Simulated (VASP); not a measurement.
# Mo (Im-3m) in VASP: settings compared

Mo is run at these levels: PBEsol, PBE; tasks: single point.

All numbers are computed with VASP 6.6.1; they aren't measurements. Logs are shortened: lines on timing, memory, paths and dates and some standing lists are left out, and cuts for length are marked.

### Step 1. The cell of the first run

It takes space group Im-3m (No. 229, cubic). The conventional cell has a = 3.130 Å, b = 3.130 Å, c = 3.130 Å, α = 90.00°, β = 90.00°, γ = 90.00°. Within 3.6 Å of Mo (site symmetry m-3m) lie 14 Mo at 2.71 to 3.13 Å.

### Step 2. Single point, PBEsol

Contents of INCAR:

```
ALGO = Normal
EDIFF = 1E-6
ENCUT = 520
GGA = PS
ISIF = 2
ISMEAR = 1
LASPH = T
LCHARG = F
LREAL = F
LWAVE = F
NBANDS = 13
NELM = 100
PREC = Accurate
SIGMA = 0.1
```

Contents of KPOINTS:

```
k-points
0
Gamma
  36 36 36
```

Contents of POSCAR:

```
Mo
1.0
   -1.5647896150      1.5647896150      1.5647896150
    1.5647896150     -1.5647896150      1.5647896150
    1.5647896150      1.5647896150     -1.5647896150
Mo
1
Direct
    0.0000000000      0.0000000000      0.0000000000
```

Potentials or basis: VASP PAW PBE potentials, release 64 (Mo_sv).

Launch:

```bash
$ cat potpaw_PBE.64/Mo_sv/POTCAR > POTCAR
$ mpirun -np 1 vasp_std > vasp.out
```

OUTCAR:

```text
EDIFF = 1E-6
   ENCUT = 520
   GGA = PS
   ISIF = 2
   ISMEAR = 1
   LASPH = T
   LREAL = F
   NELM = 100
   PREC = Accurate

 ion  position               nearest neighbor table
   1  0.000  0.000  0.000-

  LATTYP: Found a body centered cubic cell.
 ALAT       =     3.1295792300

  Lattice vectors:

 A1 = (  -1.5647896150,   1.5647896150,   1.5647896150)
 A2 = (   1.5647896150,  -1.5647896150,   1.5647896150)
 A3 = (   1.5647896150,   1.5647896150,  -1.5647896150)

Analysis of symmetry for initial positions (statically):
=====================================================================
 Subroutine PRICEL returns:
 Original cell was already a primitive cell.

 Routine SETGRP: Setting up the symmetry group for a
 body centered cubic supercell.

 Subroutine GETGRP returns: Found 48 space group operations
 (whereof 48 operations were pure point group operations)
 out of a pool of 48 trial point group operations.

The static configuration has the point symmetry O_h .

Analysis of symmetry for dynamics (positions and initial velocities):
=====================================================================
 Subroutine PRICEL returns:
 Original cell was already a primitive cell.

 Routine SETGRP: Setting up the symmetry group for a
 body centered cubic supercell.

 Subroutine GETGRP returns: Found 48 space group operations
 (whereof 48 operations were pure point group operations)
 out of a pool of 48 trial point group operations.

The dynamic configuration has the point symmetry O_h .

 Subroutine INISYM returns: Found 48 space group operations
 (whereof 48 operations are pure point group operations),
 and found     1 'primitive' translations

----------------------------------------------------------------------------------------

                                     Primitive cell

  volume of cell :      15.3260

  direct lattice vectors                    reciprocal lattice vectors
    -1.564789615  1.564789615  1.564789615     0.000000000  0.319531773  0.319531773
     1.564789615 -1.564789615  1.564789615     0.319531773  0.000000000  0.319531773
     1.564789615  1.564789615 -1.564789615     0.319531773  0.319531773  0.000000000

  length of vectors
     2.710295116  2.710295116  2.710295116     0.451886167  0.451886167  0.451886167

  position of ions in fractional coordinates (direct lattice)
     0.000000000  0.000000000  0.000000000

  ion indices of the primitive-cell ions
   primitive index   ion index
                 1           1

----------------------------------------------------------------------------------------

 KPOINTS: k-points

Automatic generation of k-mesh.
 Grid dimensions read from file:
 generate k-points for:   36   36   36

 Generating k-lattice:

  Cartesian coordinates                     Fractional coordinates (reciprocal lattice)
     0.000000000  0.008875883  0.008875883     0.027777778  0.000000000  0.000000000
     0.008875883  0.000000000  0.008875883     0.000000000  0.027777778  0.000000000
     0.008875883  0.008875883  0.000000000     0.000000000  0.000000000  0.027777778

  Length of vectors
     0.012552394  0.012552394  0.012552394

  Shift w.r.t. Gamma in fractional coordinates (k-lattice)
     0.000000000  0.000000000  0.000000000

 Subroutine IBZKPT returns following result:
 ===========================================

 Found   1240 irreducible k-points:

 Following reciprocal coordinates:
            Coordinates               Weight
  0.000000  0.000000  0.000000      1.000000
  0.027778  0.000000  0.000000     12.000000
  0.055556  0.000000  0.000000     12.000000
  0.083333  0.000000  0.000000     12.000000
  0.111111  0.000000  0.000000     12.000000
  0.138889  0.000000  0.000000     12.000000
[... 16 lines left out ...]
  0.111111  0.027778 -0.000000     48.000000
  0.138889  0.027778 -0.000000     48.000000
 [... further k-points ...]
   k-points           NKPTS =   1240   k-points in BZ     NKDIM =   1240   number of bands    NBANDS=     13
   number of dos      NEDOS =    301   number of ions     NIONS =      1
   total plane-waves  NPLWV =   8000
   dimension x,y,z NGX =    20 NGY =   20 NGZ =   20
   dimension x,y,z NGXF=    40 NGYF=   40 NGZF=   40
   ions per type =               1
   NGX,Y,Z   is equivalent  to a cutoff of  12.27, 12.27, 12.27 a.u.
   NGXF,Y,Z  is equivalent  to a cutoff of  24.54, 24.54, 24.54 a.u.
 SYSTEM =  unknown system
   PREC   = accura    normal or accurate (medium, high low for compatibility)
   ISTART =      0    job   : 0-new  1-cont  2-samecut
   ICHARG =      2    charge: 1-file 2-atom 10-const
   ISPIN  =      1    spin polarized calculation?
   LNONCOLLINEAR =      F non collinear calculations
   LSORBIT =      F    spin-orbit coupling
   LASPH  =      T    aspherical Exc in radial PAW
   ENCUT  =  520.0 eV  38.22 Ry    6.18 a.u.   5.04  5.04  5.04*2*pi/ulx,y,z
   NELM   =    100;   NELMIN=  2; NELMDL= -5     # of ELM steps
   EDIFF  = 0.1E-05   stopping-criterion for ELM
   LREAL  =      F    real-space projection
   EDIFFG = 0.1E-04   stopping-criterion for IOM
   NSW    =      0    number of steps for IOM
   IBRION =     -1    ionic relax: 0-MD 1-quasi-New 2-CG
   NFREE  =      0    steps in history (QN), initial steepest desc. (CG)
   ISIF   =      2    stress and relaxation
   ISYM   =      2    0-nonsym 1-usesym 2-fastsym
   POTIM  = 0.5000    time-step for ionic-motion
   TEBEG  =    0.0;   TEEND  =   0.0 temperature during run
   PSTRESS=    0.0 pullay stress
   NELECT =      14.0000    total number of electrons
   NUPDOWN=      -1.0000    fix difference up-down
   EMIN   =  10.00;   EMAX   =-10.00  energy-range for DOS
   EFERMI =   0.00;   METHOD = LEGACY
   ISMEAR =     1;   SIGMA  =   0.10  broadening in eV -4-tet -1-fermi 0-gaus
   EFERMI_NEDOS =   21; number of points for ismear=-14 and -15
   IALGO  =     38    algorithm
   IMIX   =      4    mixing-type and parameters
     AMIX     =   0.40;   BMIX     =  1.00
     AMIX_MAG =   1.60;   BMIX_MAG =  1.00
  volume/ion in A,a.u.               =      15.33       103.42
  Fermi-wavevector in a.u.,A,eV,Ry     =   1.588455  3.001745 34.330070  2.523189
  Thomas-Fermi vector in A             =   2.687456
   LORBIT       =      0    0 simple, 1 ext, 2 COOP (PROOUT), +10 PAW based schemes
   GGA     = PS    functional components
   LHFCALC =     F    Hartree Fock is set to
   AEXX    =    0.0000 exact exchange contribution
   IVDW    =     0    specifies the selected vdW correction
   LEPSILON=     F    determine dielectric tensor
   LRPA    =     F    only Hartree local field effects (RPA)
 non-spin polarized calculation
 Methfessel and Paxton  Order N= 1 SIGMA  =   0.10
  energy-cutoff  :      520.00
  volume of cell :       15.33
 maximum number of plane-waves:       426
   NGX =  9   NGY =  9   NGZ =  9

 number of electron      13.9999998 magnetization

 Free energy of the ion-electron system (eV)
  ---------------------------------------------------
  ext. energy  EPLUGINS =         0.00000000
  ---------------------------------------------------
  free energy    TOTEN  =       -11.77758207 eV

  energy without entropy =      -11.77741738  energy(sigma->0) =      -11.77752717

 E-fermi :  12.7862     XC(G=0): -13.6404

 val. band max:       12.7858326720   @ k =   0.3889   0.1111   0.0833
 cond. band min:      12.7868134432   @ k =  -0.1389   0.1944   0.0833
 fundamental gap:      0.0009807712
 Fermi energy:        12.7862156662

 k-point     1 :       0.0000    0.0000    0.0000
  band No.  band energies     occupation
      1     -48.4107      2.00000
      2     -21.6506      2.00000
      3     -21.6506      2.00000
      4     -21.6506      2.00000
      5       5.4352      2.00000
      6      11.3805      2.00000
      7      11.3805      2.00000
      8      11.3805      2.00000
      9      14.4689     -0.00000
     10      14.4689     -0.00000
     11      27.6219      0.00000
     12      27.6219      0.00000
     13      27.6219      0.00000

 k-point     2 :       0.0278    0.0000    0.0000
  band No.  band energies     occupation
      1     -48.4086      2.00000
      2     -21.6629      2.00000
      3     -21.6544      2.00000
      4     -21.6507      2.00000
      5       5.4707      2.00000
      6      11.3601      2.00000
      7      11.3776      2.00000
      8      11.4136      2.00000
      9      14.4368     -0.00000
     10      14.4692     -0.00000
     11      27.6499      0.00000
     12      27.6815      0.00000
     13      27.6966      0.00000

 k-point     3 :       0.0556    0.0000    0.0000
  band No.  band energies     occupation
      1     -48.4022      2.00000
      2     -21.6993      2.00000
      3     -21.6655      2.00000
      4     -21.6510      2.00000
      5       5.5760      2.00000
      6      11.3000      2.00000
      7      11.3675      2.00000
      8      11.5127      2.00000
      9      14.3475     -0.00000
     10      14.4706     -0.00000
     11      27.7304      0.00000
     12      27.8593      0.00000
     13      27.9114      0.00000

 k-point     4 :       0.0833    0.0000    0.0000
  band No.  band energies     occupation
      1     -48.3918      2.00000
      2     -21.7585      2.00000
      3     -21.6837      2.00000
      4     -21.6515      2.00000
      5       5.7470      2.00000
      6      11.2037      2.00000
      7      11.3465      2.00000
      8      11.6769      2.00000
      9      14.2203     -0.00000
     10      14.4741     -0.00000
     11      27.8518      0.00000
     12      28.1511      0.00000
     13      28.2393      0.00000

 k-point     5 :       0.1111    0.0000    0.0000
  band No.  band energies     occupation
      1     -48.3777      2.00000
      2     -21.8382      2.00000
      3     -21.7083      2.00000
      4     -21.6521      2.00000
      5       5.9770      2.00000
      6      11.0765      2.00000
      7      11.3101      2.00000
      8      11.9042      2.00000
      9      14.0819     -0.00000
     10      14.4813     -0.00000
     11      27.9928      0.00000
     12      28.5511      0.00000
     13      28.6361      0.00000
[... 257 lines left out ...]
 k-point    22 :       0.0833    0.0278   -0.0000
  band No.  band energies     occupation
      1     -48.3837      2.00000
      2     -21.8053      2.00000
      3     -21.6929      2.00000
      4     -21.6561      2.00000
      5       5.8802      2.00000
      6      11.1461      2.00000
      7      11.3002      2.00000
      8      11.8180      2.00000
      9      14.1265     -0.00000
     10      14.4864     -0.00000
     11      27.9468      0.00000
     12      28.3808      0.00000
     13      28.4643      0.00000

 k-point    23 :       0.1111    0.0278   -0.0000
  band No.  band energies     occupation
      1     -48.3678      2.00000
      2     -21.8934      2.00000
      3     -21.7206      2.00000
      4     -21.6569      2.00000
      5       6.1350      2.00000
      6      11.0054      2.00000
      7      11.2541      2.00000
      8      12.0782      2.00000
      9      13.9918     -0.00000
     10      14.5013     -0.00000
     11      28.0930      0.00000
     12      28.8132      0.00000
     13      28.8703      0.00000

 k-point    24 :       0.1389    0.0278   -0.0000
  band No.  band energies     occupation
      1     -48.3489      2.00000
      2     -21.9973      2.00000
      3     -21.7536      2.00000
      4     -21.6579      2.00000
      5       6.4310      2.00000
      6      10.8437      2.00000
      7      11.1924      2.00000
      8      12.3976      2.00000
      9      13.8857     -0.00000
     10      14.5228     -0.00000
     11      28.2040      0.00000
     12      29.2355      0.00000
     13      29.3478      0.00000

 [... further k-points ...]

------------------------ aborting loop because EDIFF is reached ----------------------------------------

  FORCE on cell =-STRESS in cart. coord.  units (eV):
  Direction    XX          YY          ZZ          XY          YZ          ZX
  --------------------------------------------------------------------------------------
  -------------------------------------------------------------------------------------
  Total        0.0515578      0.0515578      0.0515578      0.0000000      0.0000000     -0.0000000
  in kB        5.3898522      5.3898522      5.3898522      0.0000000      0.0000000     -0.0000000
  external PRESSURE =       5.3898522 kB  Pullay stress =       0.0000000 kB

 VOLUME and BASIS-vectors are now :
 -----------------------------------------------------------------------------
  energy-cutoff  :      520.00
  volume of cell :       15.33
      direct lattice vectors                 reciprocal lattice vectors
    -1.564789615  1.564789615  1.564789615     0.000000000  0.319531773  0.319531773
     1.564789615 -1.564789615  1.564789615     0.319531773  0.000000000  0.319531773
     1.564789615  1.564789615 -1.564789615     0.319531773  0.319531773  0.000000000

 POSITION                                       TOTAL-FORCE (eV/Angst)
 -----------------------------------------------------------------------------------
      0.00000      0.00000      0.00000        -0.000000     -0.000000     -0.000000
 -----------------------------------------------------------------------------------
    total drift:                                0.000000     -0.000000      0.000000

  FREE ENERGIE OF THE ION-ELECTRON SYSTEM (eV)
  ---------------------------------------------------
  free  energy   TOTEN  =       -11.7775820697 eV

  energy  without entropy=      -11.7774173822  energy(sigma->0) =      -11.77752717
```

Run time: 84 s. Hardware: 1 thread of Intel Xeon Platinum 8488C (Sapphire Rapids), shared host; peak memory 0.32 GiB.

What came out:

| Quantity | Value |
| --- | --- |
| Free energy | -11.7776 eV |
| Pressure | 0.5 GPa |
| Band gap on the k mesh | zero (bands 7 and 8 overlap by 5.53 eV) |

Levels at points of the mesh, in eV from the Fermi level:
```
           k point  band 4  band 5  band 6  band 7  band 8  band 9  band 10  band 11
(0.00, 0.00, 0.00)  -34.44   -7.35   -1.41   -1.41   -1.41    1.68     1.68    14.84
(0.50, 0.00, 0.00)  -34.45   -5.47   -3.51    1.68    1.73    2.37     4.92    11.94
(0.50, 0.50, 0.50)  -35.47   -5.62   -5.62    4.12    4.12    4.12     9.17     9.17
```

Caveat: the PAW data sets were made with another functional, which shifts forces and pressure a little.

### Step 3. Single point, PBEsol

Contents of INCAR:

```
SYSTEM = Mo
ALGO = Normal
EDIFF = 1E-6
ENCUT = 520
GGA = PS
ISIF = 2
ISMEAR = -1
LASPH = .True.
LCHARG = .False.
LREAL = .False.
LWAVE = .False.
NBANDS = 13
NELM = 60
PREC = Accurate
SIGMA = 0.03
```

Contents of KPOINTS:

```
k-points
0
Gamma
  36 36 36
  0 0 0
```

POSCAR is that of step 2.

Potentials or basis: VASP PAW PBE potentials, release 64 (Mo_sv).

Launch:

```bash
$ cat potpaw_PBE.64/Mo_sv/POTCAR > POTCAR
$ mpirun -np 1 vasp_std > vasp.out
```

It took 91 s on 1 thread of Intel Xeon Platinum 8488C (Sapphire Rapids), shared host; peak memory 0.32 GiB.

It converged, with:

```yaml
Free_energy: -11.7785 eV
Pressure: 0.6 GPa
Band_gap_on_the_k_mesh: zero (bands 7 and 8 overlap by 5.53 eV)
```

Levels at points of the mesh, in eV from the Fermi level:
| k point | band 3 | band 4 | band 5 | band 6 | band 7 | band 8 | band 9 | band 10 | band 11 | band 12 |
| --- | --- | --- | --- | --- | --- | --- | --- | --- | --- | --- |
| (0.00, 0.00, 0.00) | -34.44 | -34.44 | -7.35 | -1.41 | -1.41 | -1.41 | 1.68 | 1.68 | 14.83 | 14.83 |
| (0.50, 0.00, 0.00) | -34.92 | -34.45 | -5.48 | -3.51 | 1.68 | 1.73 | 2.37 | 4.92 | 11.94 | 11.97 |
| (0.50, 0.50, 0.50) | -35.47 | -35.47 | -5.63 | -5.63 | 4.12 | 4.12 | 4.12 | 9.17 | 9.17 | 9.17 |

Caveat: the PAW data sets were made with another functional, which shifts forces and pressure a little.

(Continued in part 2 of 2.)
